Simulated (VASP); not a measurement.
The system is V.

```xyz
1
Lattice="-1.5130 1.5130 1.5130 1.5130 -1.5130 1.5130 1.5130 1.5130 -1.5130" Properties=species:S:1:pos:R:3 pbc="T T T"
V     0.0000    0.0000    0.0000
```

```yaml
Program: VASP 6.6.1
Task: relaxation of cell and atoms
Functional: PBE
Potentials_or_basis: VASP PAW PBE potentials, release 64 (V_sv)
Cutoff: 600 eV
k_mesh: 20 × 20 × 20
Occupations: gaussian, width 0.1 eV
Spin: no spin polarisation
```

At the start: pressure -4.9 GPa; volume 13.85 Å³/atom.

Problem. How do energy, volume and symmetry change on relaxing?

Solution. Over 6 steps the energy falls by 5.9 meV/atom and the volume is 13.47 Å³/atom (-2.8 %); space group Im-3m (No. 229, to 0.05 Å).

The path:
```csv
step,energy change (eV),largest force (eV/Å),pressure (GPa),volume (Å³)
1,0.0000,0.0000,-4.86,13.85
2,0.0028,0.0000,6.51,13.03
3,-0.0059,0.0000,-0.06,13.47
4,-0.0059,0.0000,0.10,13.47
5,-0.0059,0.0000,-0.13,13.48
6,-0.0059,0.0000,0.03,13.47
```

Final structure:
```yaml
crystal:
  lattice:
    - [-1.49894, 1.49894, 1.49894]
    - [1.49894, -1.49894, 1.49894]
    - [1.49894, 1.49894, -1.49894]
  atoms:
    - { symbol: V, position: [0.00000, 0.00000, 0.00000] }
```
